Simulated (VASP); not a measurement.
# B2AsH2 (P-3m1) in VASP: notebook

B2AsH2 is run at these levels: PBE; tasks: relaxation of cell and atoms.

All numbers are computed with VASP 6.6.1; they aren't measurements. Logs are shortened: lines on timing, memory, paths and dates and some standing lists are left out, and cuts for length are marked.

**1. The cell of the first run**

Symmetry: P-3m1, No. 164, trigonal system. Conventional cell: a = 2.658 Å, b = 2.658 Å, c = 9.444 Å, α = 90.00°, β = 90.00°, γ = 120.00°. B (site symmetry 3m) has 1 H at 1.19 Å within 1.6 Å. H (site symmetry 3m) has 1 B at 1.19 Å within 1.6 Å. Within 3.5 Å of As (site symmetry -3m) lie 6 As at 2.66 Å and 6 H at 3.40 Å.

The cell was generated, and may not be a known phase.

**2. Relaxation of cell and atoms, PBE**

Input file INCAR:

```
SYSTEM = B2AsH2
ALGO = Normal
EDIFF = 1E-6
EDIFFG = -0.01
ENCUT = 600
GGA = PE
IBRION = 2
ISIF = 3
ISMEAR = 0
LASPH = .True.
LCHARG = .False.
LREAL = .False.
LWAVE = .False.
NELM = 60
NSW = 100
PREC = Accurate
SIGMA = 0.1
```

Input file KPOINTS:

```
k-points
0
Gamma
  18 18 4
  0 0 0
```

Input file POSCAR:

```
B2AsH2
1.0
    2.6578824835      0.0000000000      0.0000000000
   -1.3289412417      2.3017937510      0.0000000000
    0.0000000000      0.0000000000      9.4435383529
B H As
2 2 1
Direct
    0.6666666667      0.3333333333      0.4475565237
    0.3333333333      0.6666666667      0.5524434763
    0.6666666667      0.3333333333      0.3214022967
    0.3333333333      0.6666666667      0.6785977033
    0.0000000000      0.0000000000      0.0000000000
```

Potentials or basis: VASP PAW PBE potentials, release 64 (B, H, As).

Launch:

```bash
$ cat potpaw_PBE.64/B/POTCAR potpaw_PBE.64/H/POTCAR potpaw_PBE.64/As/POTCAR > POTCAR
$ mpirun -np 1 vasp_std > vasp.out
```

OUTCAR:

```text
SYSTEM = B2AsH2
   EDIFF = 1E-6
   EDIFFG = -0.01
   ENCUT = 600
   GGA = PE
   IBRION = 2
   ISIF = 3
   ISMEAR = 0
   LASPH = .True.
   LREAL = .False.
   NELM = 60
   NSW = 100
   PREC = Accurate

 ion  position               nearest neighbor table
   1  0.667  0.333  0.448-   3 1.19   2 1.83   2 1.83   2 1.83
   2  0.333  0.667  0.552-   4 1.19   1 1.83   1 1.83   1 1.83
   3  0.667  0.333  0.321-   1 1.19
   4  0.333  0.667  0.679-   2 1.19
   5  0.000  0.000  0.000-

  LATTYP: Found a hexagonal cell.
 ALAT       =     2.6578824835
 C/A-ratio  =     3.5530308099

  Lattice vectors:

 A1 = (   2.6578824835,   0.0000000000,   0.0000000000)
 A2 = (  -1.3289412417,   2.3017937510,   0.0000000000)
 A3 = (   0.0000000000,   0.0000000000,   9.4435383529)

Analysis of symmetry for initial positions (statically):
=====================================================================
 Subroutine PRICEL returns:
 Original cell was already a primitive cell.

 Routine SETGRP: Setting up the symmetry group for a
 hexagonal supercell.

 Subroutine GETGRP returns: Found 12 space group operations
 (whereof 12 operations were pure point group operations)
 out of a pool of 24 trial point group operations.

The static configuration has the point symmetry D_3d.

Analysis of symmetry for dynamics (positions and initial velocities):
=====================================================================
 Subroutine PRICEL returns:
 Original cell was already a primitive cell.

 Routine SETGRP: Setting up the symmetry group for a
 hexagonal supercell.

 Subroutine GETGRP returns: Found 12 space group operations
 (whereof 12 operations were pure point group operations)
 out of a pool of 24 trial point group operations.

The dynamic configuration has the point symmetry D_3d.

 Subroutine INISYM returns: Found 12 space group operations
 (whereof 12 operations are pure point group operations),
 and found     1 'primitive' translations

----------------------------------------------------------------------------------------

                                     Primitive cell

  volume of cell :      57.7746
[... 120 lines left out ...]
   GGA     = PE    functional components
   LHFCALC =     F    Hartree Fock is set to
   AEXX    =    0.0000 exact exchange contribution
   IVDW    =     0    specifies the selected vdW correction
   LEPSILON=     F    determine dielectric tensor
   LRPA    =     F    only Hartree local field effects (RPA)
 conjugate gradient relaxation of ions
 non-spin polarized calculation
 Gauss-broadening in eV      SIGMA  =   0.10
  energy-cutoff  :      600.00
  volume of cell :       57.77
 maximum number of plane-waves:      1946
 NGX is ok and might be reduce to    24
   NGX = 11   NGY = 11   NGZ = 37

--------------------------------------- Ionic step        1  -------------------------------------------

 number of electron      13.0000000 magnetization

 Free energy of the ion-electron system (eV)
  ---------------------------------------------------
  ext. energy  EPLUGINS =         0.00000000
  ---------------------------------------------------
  free energy    TOTEN  =       -22.68064506 eV

  energy without entropy =      -22.67293074  energy(sigma->0) =      -22.67678790

------------------------ aborting loop because EDIFF is reached ----------------------------------------

  FORCE on cell =-STRESS in cart. coord.  units (eV):
  Direction    XX          YY          ZZ          XY          YZ          ZX
  --------------------------------------------------------------------------------------
  -------------------------------------------------------------------------------------
  Total       -0.1327717     -0.1327717      0.5819376     -0.0000000      0.0000000      0.0000000
  in kB       -3.6819609     -3.6819609     16.1380130     -0.0000000      0.0000000      0.0000000
  external PRESSURE =       2.9246971 kB  Pullay stress =       0.0000000 kB
[... 98 lines left out ...]
  FREE ENERGIE OF THE ION-ELECTRON SYSTEM (eV)
  ---------------------------------------------------
  free  energy   TOTEN  =       -22.6851145118 eV

  energy  without entropy=      -22.6772953187  energy(sigma->0) =      -22.68120492

[... ionic steps 4 to 20 ...]

--------------------------------------- Ionic step       21  -------------------------------------------

 number of electron      13.0000000 magnetization

------------------------ aborting loop because EDIFF is reached ----------------------------------------
[... 73 lines left out ...]
--------------------------------------- Ionic step       23  -------------------------------------------

 number of electron      13.0000000 magnetization

 Free energy of the ion-electron system (eV)
  ---------------------------------------------------
  ext. energy  EPLUGINS =         0.00000000
  ---------------------------------------------------
  free energy    TOTEN  =       -22.70070768 eV

  energy without entropy =      -22.69268100  energy(sigma->0) =      -22.69669434

 E-fermi :   1.4029     XC(G=0):  -8.6143

 val. band max:        1.3564989197   @ k =   0.2778   0.1667   0.5000
 cond. band min:       1.4084818954   @ k =   0.2222   0.2222   0.0000
 fundamental gap:      0.0519829758
 Fermi energy:         1.4028835049

 k-point     1 :       0.0000    0.0000    0.0000
  band No.  band energies     occupation
      1     -13.5727      2.00000
      2     -10.7601      2.00000
      3      -6.1434      2.00000
      4      -2.8265      2.00000
      5      -2.5424      2.00000
      6       5.7919      0.00000
      7       6.5838      0.00000
      8       6.7057      0.00000
      9       6.7057      0.00000
     10      10.6305      0.00000
[... 287 lines left out ...]
 k-point    24 :       0.3889    0.1111    0.0000
  band No.  band energies     occupation
      1      -8.0080      2.00000
      2      -6.1740      2.00000
      3      -4.0908      2.00000
      4      -3.7252      2.00000
      5      -2.5198      2.00000
      6      -1.1535      2.00000
      7       1.9901      0.00000
      8       2.0886      0.00000
      9       3.4978      0.00000
     10       6.9589      0.00000

 [... further k-points ...]

------------------------ aborting loop because EDIFF is reached ----------------------------------------

  FORCE on cell =-STRESS in cart. coord.  units (eV):
  Direction    XX          YY          ZZ          XY          YZ          ZX
  --------------------------------------------------------------------------------------
  -------------------------------------------------------------------------------------
  Total        0.0064749      0.0064749      0.0479850      0.0000000      0.0000000      0.0000000
  in kB        0.1684116      0.1684116      1.2480924      0.0000000      0.0000000      0.0000000
  external PRESSURE =       0.5283052 kB  Pullay stress =       0.0000000 kB
[... 20 lines left out ...]
  FREE ENERGIE OF THE ION-ELECTRON SYSTEM (eV)
  ---------------------------------------------------
  free  energy   TOTEN  =       -22.7007076829 eV

  energy  without entropy=      -22.6926809983  energy(sigma->0) =      -22.69669434

 reached required accuracy - stopping structural energy minimisation
```

OSZICAR:

```text
N       E                     dE             d eps       ncg     rms          rms(c)
DAV:   1     0.300669521539E+02    0.30067E+02   -0.59031E+03  2760   0.118E+03
DAV:   2    -0.235669521386E+02   -0.53634E+02   -0.51152E+02  4046   0.168E+02
DAV:   3    -0.260029997707E+02   -0.24360E+01   -0.23779E+01  3508   0.368E+01
[... 181 lines left out ...]
DAV:   5    -0.227006943236E+02    0.55120E-08   -0.15787E-06  2392   0.103E-02
  22 F= -.22700694E+02 E0= -.22696668E+02  d E =-.510614E-03
       N       E                     dE             d eps       ncg     rms          rms(c)
DAV:   1    -0.227007076369E+02   -0.13308E-04   -0.71441E-05  2784   0.654E-02    0.687E-03
DAV:   2    -0.227007076829E+02   -0.46001E-07   -0.52708E-06  3222   0.176E-02
  23 F= -.22700708E+02 E0= -.22696694E+02  d E =-.133593E-04
```

CONTCAR:

```text
B2AsH2
   1.00000000000000
     2.6479231364658591   -0.0000000000002341   -0.0000000000000000
    -1.3239615681833190    2.2931687034632628   -0.0000000000000000
    -0.0000000000000001   -0.0000000000000000   10.1444286847031737
  B               H               As
     2     2     1
Direct
     0.6666666667000030    0.3333333332999970    0.4497780744803757
     0.3333333332999970    0.6666666667000030    0.5502219255196242
     0.6666666667000030    0.3333333332999970    0.3326373582585986
     0.3333333332999970    0.6666666667000030    0.6673626417414014
     0.0000000000000000    0.0000000000000000    0.0000000000000000

  0.00000000E+00  0.00000000E+00  0.00000000E+00
  0.00000000E+00  0.00000000E+00  0.00000000E+00
  0.00000000E+00  0.00000000E+00  0.00000000E+00
  0.00000000E+00  0.00000000E+00  0.00000000E+00
  0.00000000E+00  0.00000000E+00  0.00000000E+00
```

It took 27 min on 1 thread of Intel Xeon 8259CL, shared host; peak memory 0.32 GiB.

Results:

* Free energy: -22.7007 eV
* Relaxed volume: 12.32 Å³/atom
* Relaxed cell: a = 2.648 Å, b = 2.648 Å, c = 10.144 Å, α = 90.00°, β = 90.00°, γ = 120.00°
* Space group after relaxing (to 0.1 Å): P-3m1 (No. 164)
* Energy gained by relaxing: 4.0 meV/atom
* Ionic steps: 23
* Pressure after relaxing: 0.1 GPa
* Largest force after relaxing: 0.008 eV/Å
* Band gap on the k mesh: zero (an odd number of electrons rules out a gap without spin polarisation)

Forces in eV/Å, atoms in the order of the input:
```
B    0.000  0.000  0.008
B    0.000  0.000 -0.008
H    0.000  0.000  0.005
H    0.000  0.000 -0.005
As   0.000  0.000  0.000
```

Stress tensor (GPa, compression positive):
```
0.02 0.00 0.00
0.00 0.02 0.00
0.00 0.00 0.12
```

Step by step:
| step | energy change (eV) | largest force (eV/Å) | pressure (GPa) | volume (Å³) |
| --- | --- | --- | --- | --- |
| 1 | 0.0000 | 0.3730 | 0.29 | 57.77 |
| 2 | -0.0004 | 0.5577 | 0.16 | 57.95 |
| 3 | -0.0045 | 0.1026 | 0.21 | 57.86 |
| 4 | -0.0066 | 0.1594 | -0.33 | 58.04 |
| 5 | -0.0069 | 0.0949 | -0.20 | 58.00 |
| 6 | -0.0078 | 0.0817 | 0.04 | 57.92 |
| 7 | -0.0085 | 0.0589 | 0.48 | 57.79 |
| 8 | -0.0094 | 0.0420 | 0.48 | 57.94 |
| 9 | -0.0111 | 0.1862 | 0.44 | 58.41 |
| 10 | -0.0105 | 0.4874 | 0.44 | 59.34 |
| 11 | -0.0115 | 0.3074 | 0.44 | 58.78 |
| 12 | -0.0116 | 0.3047 | 0.44 | 58.81 |
| 13 | -0.0121 | 0.2967 | 0.41 | 58.90 |
| 14 | -0.0129 | 0.2811 | 0.36 | 59.08 |
| 15 | -0.0143 | 0.2500 | 0.23 | 59.44 |
| 16 | -0.0165 | 0.1902 | 0.02 | 60.16 |
| 17 | -0.0185 | 0.0740 | -0.34 | 61.62 |
| 18 | -0.0186 | 0.0411 | -0.43 | 62.04 |
| 19 | -0.0191 | 0.0030 | -0.38 | 61.97 |
| 20 | -0.0195 | 0.1088 | -0.24 | 61.81 |
| 21 | -0.0199 | 0.0638 | -0.11 | 61.71 |
| 22 | -0.0200 | 0.0027 | 0.06 | 61.59 |
| 23 | -0.0201 | 0.0077 | 0.05 | 61.60 |

Final structure:
```xyz
5
Lattice="2.6479 0.0000 0.0000 -1.3240 2.2932 0.0000 0.0000 0.0000 10.1444" Properties=species:S:1:pos:R:3 pbc="T T T"
B     1.3240    0.7644    4.5627
B     0.0000    1.5288    5.5817
H     1.3240    0.7644    3.3744
H     0.0000    1.5288    6.7700
As    0.0000    0.0000    0.0000
```

Levels at points of the mesh, in eV from the Fermi level:
```csv
k point,band 4,band 5,band 6,band 7,band 8,band 9
"(0.00, 0.00, 0.00)",-4.23,-3.95,4.39,5.18,5.30,5.30
"(0.50, 0.00, 0.00)",-6.15,-3.88,-2.69,0.76,1.90,4.45
"(0.00, 0.00, 0.50)",-4.65,-3.47,3.31,5.30,5.30,7.46
"(0.50, 0.00, 0.50)",-6.15,-3.88,-2.69,0.74,1.90,4.45
```

Caveat: this functional lacks dispersion, which binds layers or chains, so the pressure and a relaxed spacing across them are unreliable; an odd number of electrons without spin polarisation forces a metal; a magnetic or distorted state may lie lower.

(Part 1 of 2 ends here.)

The gap in the log of VASP goes by the Fermi energy; the results here count the filled bands.